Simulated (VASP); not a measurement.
# SnO2 (Cm) in VASP: notebook

Runs on SnO2. Level: PBEsol. Tasks: single point.

All numbers are computed with VASP 6.6.1; they aren't measurements. Logs are shortened: lines on timing, memory, paths and dates and some standing lists are left out, and cuts for length are marked.

## Step 1: The cell of the first run

The structure is monoclinic, space group Cm (No. 8). The conventional cell has a = 11.003 Å, b = 4.011 Å, c = 4.011 Å, α = 90.00°, β = 111.38°, γ = 90.00°. Within 2.7 Å of Sn (site symmetry m) lie 6 O at 2.06 to 2.17 Å. Within 2.4 Å of Sn (site symmetry m) lie 6 O at 1.81 to 2.08 Å. O (site symmetry m) has 3 Sn at 1.81 to 2.17 Å and 2 O at 2.41 Å within 2.5 Å. Within 2.7 Å of O (site symmetry m) lie 3 Sn at 2.06 to 2.08 Å and 2 O at 2.41 Å. O (site symmetry m) has 3 Sn at 2.06 to 2.08 Å and 2 O at 2.56 Å within 2.7 Å. Within 2.7 Å of O (site symmetry m) lie 3 Sn at 2.06 to 2.08 Å and 2 O at 2.56 Å.

## Step 2: Single point, PBEsol (atom 3 (O) moved by -0.290 Å along [0 1 0] and +0.290 Å along [0 0 1])

INCAR

```
  ALGO = Normal
  EDIFF = 1E-6
  ENCUT = 520
  GGA = PS
  ISIF = 2
  ISMEAR = 0
  LASPH = T
  LCHARG = F
  LREAL = F
  LWAVE = F
  NBANDS = 35
  NELM = 60
  PREC = Accurate
  SIGMA = 0.05
```

KPOINTS

```
k-points
0
Gamma
  10 10 10
```

POSCAR

```
SnO2
1.0
   -2.0054999738      2.0054999738      5.1227446880
    2.0054999738     -2.0054999738      5.1227446880
    2.0054999738      2.0054999738     -5.1227446880
Sn O
2 4
Direct
    0.7500000000      0.2500000000      0.5000000000
    0.0000000000      0.0000000000      0.0000000000
    0.7530851876      0.8253863603     -0.0723011727
    0.9529187786      0.4529187786      0.5000000000
    0.2029187786      0.2029187786      0.0000000000
    0.5470812214      0.0470812214      0.5000000000
```

Potentials or basis: VASP PAW PBE potentials, release 64 (Sn_d, O).

Run with:

```bash
> cat potpaw_PBE.64/Sn_d/POTCAR potpaw_PBE.64/O/POTCAR > POTCAR
> mpirun -np 1 vasp_std > vasp.out
```

OUTCAR:

```text
EDIFF = 1E-6
   ENCUT = 520
   GGA = PS
   ISIF = 2
   ISMEAR = 0
   LASPH = T
   LREAL = F
   NELM = 60
   PREC = Accurate

 ion  position               nearest neighbor table
   1  0.750  0.250  0.500-   5 2.06   5 2.06   6 2.08   4 2.08   3 2.17   3 2.17   2 3.25   2 3.25
                             2 3.25   2 3.25
   2  0.000  0.000  0.000-   3 1.81   6 2.06   4 2.06   6 2.06   4 2.06   5 2.08   1 3.25   1 3.25
                             1 3.25   1 3.25
   3  0.753  0.825  0.928-   2 1.81   1 2.17   1 2.17
   4  0.953  0.453  0.500-   2 2.06   2 2.06   1 2.08
   5  0.203  0.203  0.000-   1 2.06   1 2.06   2 2.08
   6  0.547  0.047  0.500-   2 2.06   2 2.06   1 2.08

  LATTYP: Found a body centered tetragonal cell.
 ALAT       =     4.0109999476
 C/A-ratio  =     2.5543479207

  Lattice vectors:

 A1 = (  -2.0054999738,   2.0054999738,   5.1227446880)
 A2 = (   2.0054999738,  -2.0054999738,   5.1227446880)
 A3 = (   2.0054999738,   2.0054999738,  -5.1227446880)

Analysis of symmetry for initial positions (statically):
=====================================================================
 Subroutine PRICEL returns:
 Original cell was already a primitive cell.

 Routine SETGRP: Setting up the symmetry group for a
 body centered tetragonal supercell.

 Subroutine GETGRP returns: Found  2 space group operations
 (whereof  2 operations were pure point group operations)
 out of a pool of 16 trial point group operations.

The static configuration has the point symmetry C_1h.

Analysis of symmetry for dynamics (positions and initial velocities):
=====================================================================
 Subroutine PRICEL returns:
 Original cell was already a primitive cell.

 Routine SETGRP: Setting up the symmetry group for a
 body centered tetragonal supercell.

 Subroutine GETGRP returns: Found  2 space group operations
 (whereof  2 operations were pure point group operations)
 out of a pool of 16 trial point group operations.

The dynamic configuration has the point symmetry C_1h.

 Subroutine INISYM returns: Found  2 space group operations
 (whereof  2 operations are pure point group operations),
 and found     1 'primitive' translations

----------------------------------------------------------------------------------------

                                     Primitive cell

  volume of cell :      82.4153

  direct lattice vectors                    reciprocal lattice vectors
    -2.005499974  2.005499974  5.122744688     0.000000000  0.249314389  0.097603927
     2.005499974 -2.005499974  5.122744688     0.249314389  0.000000000  0.097603927
     2.005499974  2.005499974 -5.122744688     0.249314389  0.249314389  0.000000000

  length of vectors
     5.855473800  5.855473800  5.855473800     0.267739035  0.267739035  0.352583790

  position of ions in fractional coordinates (direct lattice)
     0.750000000  0.250000000  0.500000000
     0.000000000  0.000000000  0.000000000
     0.753085188  0.825386360  0.927698827
     0.952918779  0.452918779  0.500000000
     0.202918779  0.202918779  0.000000000
     0.547081221  0.047081221  0.500000000

  ion indices of the primitive-cell ions
   primitive index   ion index
                 1           1
                 2           2
                 3           3
                 4           4
                 5           5
                 6           6

----------------------------------------------------------------------------------------

 KPOINTS: k-points

Automatic generation of k-mesh.
 Grid dimensions read from file:
 generate k-points for:   10   10   10

 Generating k-lattice:

  Cartesian coordinates                     Fractional coordinates (reciprocal lattice)
     0.000000000  0.024931439  0.009760393     0.100000000 -0.000000000  0.000000000
     0.024931439  0.000000000  0.009760393    -0.000000000  0.100000000  0.000000000
     0.024931439  0.024931439  0.000000000     0.000000000  0.000000000  0.100000000

  Length of vectors
     0.026773904  0.026773904  0.035258379

  Shift w.r.t. Gamma in fractional coordinates (k-lattice)
     0.000000000  0.000000000  0.000000000

 Subroutine IBZKPT returns following result:
 ===========================================

 Found    282 irreducible k-points:

 Following reciprocal coordinates:
            Coordinates               Weight
  0.000000  0.000000  0.000000      1.000000
  0.100000  0.000000  0.000000      2.000000
  0.000000  0.100000  0.000000      4.000000
  0.000000  0.100000 -0.100000      2.000000
  0.200000  0.000000  0.000000      2.000000
  0.000000  0.200000  0.000000      4.000000
[... 16 lines left out ...]
  0.300000  0.100000 -0.000000      4.000000
  0.000000  0.400000 -0.100000      4.000000
 [... further k-points ...]
   k-points           NKPTS =    282   k-points in BZ     NKDIM =    282   number of bands    NBANDS=     35
   number of dos      NEDOS =    301   number of ions     NIONS =      6
   total plane-waves  NPLWV = 110592
   dimension x,y,z NGX =    48 NGY =   48 NGZ =   48
   dimension x,y,z NGXF=    96 NGYF=   96 NGZF=   96
   ions per type =               2   4
   NGX,Y,Z   is equivalent  to a cutoff of  13.63, 13.63, 13.63 a.u.
   NGXF,Y,Z  is equivalent  to a cutoff of  27.26, 27.26, 27.26 a.u.
 SYSTEM =  unknown system
   PREC   = accura    normal or accurate (medium, high low for compatibility)
   ISTART =      0    job   : 0-new  1-cont  2-samecut
   ICHARG =      2    charge: 1-file 2-atom 10-const
   ISPIN  =      1    spin polarized calculation?
   LNONCOLLINEAR =      F non collinear calculations
   LSORBIT =      F    spin-orbit coupling
   LASPH  =      T    aspherical Exc in radial PAW
   ENCUT  =  520.0 eV  38.22 Ry    6.18 a.u.  10.89 10.89 10.89*2*pi/ulx,y,z
   NELM   =     60;   NELMIN=  2; NELMDL= -5     # of ELM steps
   EDIFF  = 0.1E-05   stopping-criterion for ELM
   LREAL  =      F    real-space projection
   EDIFFG = 0.1E-04   stopping-criterion for IOM
   NSW    =      0    number of steps for IOM
   IBRION =     -1    ionic relax: 0-MD 1-quasi-New 2-CG
   NFREE  =      0    steps in history (QN), initial steepest desc. (CG)
   ISIF   =      2    stress and relaxation
   ISYM   =      2    0-nonsym 1-usesym 2-fastsym
   POTIM  = 0.5000    time-step for ionic-motion
   TEBEG  =    0.0;   TEEND  =   0.0 temperature during run
   PSTRESS=    0.0 pullay stress
   NELECT =      52.0000    total number of electrons
   NUPDOWN=      -1.0000    fix difference up-down
   EMIN   =  10.00;   EMAX   =-10.00  energy-range for DOS
   EFERMI =   0.00;   METHOD = LEGACY
   ISMEAR =     0;   SIGMA  =   0.05  broadening in eV -4-tet -1-fermi 0-gaus
   EFERMI_NEDOS =   21; number of points for ismear=-14 and -15
   IALGO  =     38    algorithm
   IMIX   =      4    mixing-type and parameters
     AMIX     =   0.40;   BMIX     =  1.00
     AMIX_MAG =   1.60;   BMIX_MAG =  1.00
  volume/ion in A,a.u.               =      13.74        92.69
  Fermi-wavevector in a.u.,A,eV,Ry     =   1.404128  2.653417 26.824901  1.971575
  Thomas-Fermi vector in A             =   2.526720
   LORBIT       =      0    0 simple, 1 ext, 2 COOP (PROOUT), +10 PAW based schemes
   GGA     = PS    functional components
   LHFCALC =     F    Hartree Fock is set to
   AEXX    =    0.0000 exact exchange contribution
   IVDW    =     0    specifies the selected vdW correction
   LEPSILON=     F    determine dielectric tensor
   LRPA    =     F    only Hartree local field effects (RPA)
 non-spin polarized calculation
 Gauss-broadening in eV      SIGMA  =   0.05
  energy-cutoff  :      520.00
  volume of cell :       82.42
 maximum number of plane-waves:      2260
 NGX is ok and might be reduce to    48
   NGX = 21   NGY = 21   NGZ = 21

 number of electron      52.0000004 magnetization

 Free energy of the ion-electron system (eV)
  ---------------------------------------------------
  ext. energy  EPLUGINS =         0.00000000
  ---------------------------------------------------
  free energy    TOTEN  =       -38.25530207 eV

  energy without entropy =      -38.25530207  energy(sigma->0) =      -38.25530207

 E-fermi :   4.3242     XC(G=0): -10.4941

 val. band max:        4.0488580527   @ k =   0.3000   0.3000   0.2000
 cond. band min:       5.4931264975   @ k =   0.0000   0.0000   0.0000
 fundamental gap:      1.4442684448
 Fermi energy:         4.3242497911

 k-point     1 :       0.0000    0.0000    0.0000
  band No.  band energies     occupation
      1     -16.5815      2.00000
      2     -16.4495      2.00000
      3     -16.0283      2.00000
      4     -15.9941      2.00000
      5     -15.7685      2.00000
      6     -15.7200      2.00000
[... 27 lines left out ...]
     34      16.0042      0.00000
     35      16.2659      0.00000

 k-point     2 :       0.1000    0.0000    0.0000
  band No.  band energies     occupation
      1     -16.5910      2.00000
      2     -16.4081      2.00000
      3     -16.0641      2.00000
      4     -15.9341      2.00000
      5     -15.7690      2.00000
      6     -15.7173      2.00000
[... 27 lines left out ...]
     34      15.8270      0.00000
     35      16.1563      0.00000

 k-point     3 :       0.0000    0.1000    0.0000
  band No.  band energies     occupation
      1     -16.5978      2.00000
      2     -16.4227      2.00000
      3     -16.0772      2.00000
      4     -15.9311      2.00000
      5     -15.7563      2.00000
      6     -15.7207      2.00000
[... 27 lines left out ...]
     34      15.8025      0.00000
     35      16.2993      0.00000

 k-point     4 :       0.0000    0.1000   -0.1000
  band No.  band energies     occupation
      1     -16.5903      2.00000
      2     -16.4052      2.00000
      3     -16.0746      2.00000
      4     -15.9276      2.00000
      5     -15.7693      2.00000
      6     -15.7207      2.00000
[... 27 lines left out ...]
     34      15.8363      0.00000
     35      16.0567      0.00000

 k-point     5 :       0.2000    0.0000    0.0000
  band No.  band energies     occupation
      1     -16.6031      2.00000
      2     -16.3208      2.00000
      3     -16.0776      2.00000
      4     -15.8460      2.00000
      5     -15.7704      2.00000
      6     -15.7214      2.00000
[... 638 lines left out ...]
 k-point    22 :       0.3000    0.0000   -0.2000
  band No.  band energies     occupation
      1     -16.6437      2.00000
      2     -16.3274      2.00000
      3     -16.1348      2.00000
      4     -15.7887      2.00000
      5     -15.7369      2.00000
      6     -15.7211      2.00000
[... 27 lines left out ...]
     34      15.6043      0.00000
     35      15.9928      0.00000

 k-point    23 :       0.3000    0.1000   -0.0000
  band No.  band energies     occupation
      1     -16.6246      2.00000
      2     -16.2572      2.00000
      3     -16.0170      2.00000
      4     -15.7764      2.00000
      5     -15.7283      2.00000
      6     -15.7100      2.00000
[... 27 lines left out ...]
     34      15.3934      0.00000
     35      15.8432      0.00000

 k-point    24 :       0.0000    0.4000   -0.1000
  band No.  band energies     occupation
      1     -16.6561      2.00000
      2     -16.2828      2.00000
      3     -16.1634      2.00000
      4     -15.7388      2.00000
      5     -15.7267      2.00000
      6     -15.7190      2.00000
[... 27 lines left out ...]
     34      15.6611      0.00000
     35      16.2391      0.00000

 [... further k-points ...]

------------------------ aborting loop because EDIFF is reached ----------------------------------------

  FORCE on cell =-STRESS in cart. coord.  units (eV):
  Direction    XX          YY          ZZ          XY          YZ          ZX
  --------------------------------------------------------------------------------------
  -------------------------------------------------------------------------------------
  Total        0.7940446      1.0714872      9.5188563      0.0000000      2.1970648      0.0000000
  in kB       15.4364505     20.8300128    185.0492507      0.0000000     42.7115583      0.0000000
  external PRESSURE =      73.7719047 kB  Pullay stress =       0.0000000 kB

 VOLUME and BASIS-vectors are now :
 -----------------------------------------------------------------------------
  energy-cutoff  :      520.00
  volume of cell :       82.42
      direct lattice vectors                 reciprocal lattice vectors
    -2.005499974  2.005499974  5.122744688     0.000000000  0.249314389  0.097603927
     2.005499974 -2.005499974  5.122744688     0.249314389  0.000000000  0.097603927
     2.005499974  2.005499974 -5.122744688     0.249314389  0.249314389  0.000000000

 POSITION                                       TOTAL-FORCE (eV/Angst)
 -----------------------------------------------------------------------------------
      0.00000      2.00550      2.56137        -0.000000     -0.420919      1.069346
      0.00000      0.00000      0.00000         0.000000      0.703369      4.627156
      2.00550      1.71550      3.33374        -0.000000     -0.006655     -7.379044
      0.00000      2.00550      4.64037         0.000000      0.406584      0.639028
      0.00000      0.00000      2.07900        -0.000000     -0.479446      0.223480
      0.00000      2.00550      0.48237        -0.000000     -0.202934      0.820034
 -----------------------------------------------------------------------------------
    total drift:                                0.000000     -0.000100     -0.000610

  FREE ENERGIE OF THE ION-ELECTRON SYSTEM (eV)
  ---------------------------------------------------
  free  energy   TOTEN  =       -38.2553020680 eV

  energy  without entropy=      -38.2553020680  energy(sigma->0) =      -38.25530207
```

Run time: 16 min. Hardware: 1 thread of Intel Xeon Platinum 8559C (Emerald Rapids), shared host; peak memory 0.77 GiB.

What came out:

| Item | Value |
| --- | --- |
| Free energy | -38.2553 eV |
| Pressure | 7.4 GPa |
| Largest force | 7.379 eV/Å |
| Band gap on the k mesh | 1.44 eV (least direct gap 1.75 eV) |

Forces on the atoms (eV/Å):
```
Sn   0.000 -0.421  1.069
Sn   0.000  0.703  4.627
O    0.000 -0.007 -7.379
O    0.000  0.407  0.639
O    0.000 -0.479  0.223
O    0.000 -0.203  0.820
```

Levels at points of the mesh, in eV from the valence-band top:
```csv
k point,band 23,band 24,band 25,band 26,band 27,band 28,band 29,band 30
"(0.00, 0.00, 0.00)",-0.93,-0.70,-0.53,-0.30,1.44,5.79,8.82,9.06
"(0.50, 0.00, 0.00)",-1.04,-0.93,-0.64,-0.44,4.67,6.84,7.62,7.79
"(0.00, 0.50, 0.00)",-1.22,-0.72,-0.46,-0.26,3.87,5.88,7.14,8.51
"(0.00, 0.50, 0.50)",-1.05,-0.84,-0.66,-0.49,4.72,6.75,7.54,8.23
"(0.50, 0.50, 0.00)",-0.84,-0.68,-0.38,-0.06,5.74,6.62,7.37,8.06
"(0.50, 0.50, 0.50)",-1.35,-1.33,-0.43,-0.31,3.80,4.96,7.01,7.58
```

Caveat: the cell differs from its parent crystal (atom 3 (O) moved by -0.290 Å along [0 1 0] and +0.290 Å along [0 0 1]); the stress differs along the axes, from 2 to 19 GPa; the PAW data sets were made with another functional, which shifts forces and pressure a little; spin-orbit coupling is left out, which moves the levels of the heavy elements. A k mesh can miss the band edges.

(Continued in part 2 of 2.)
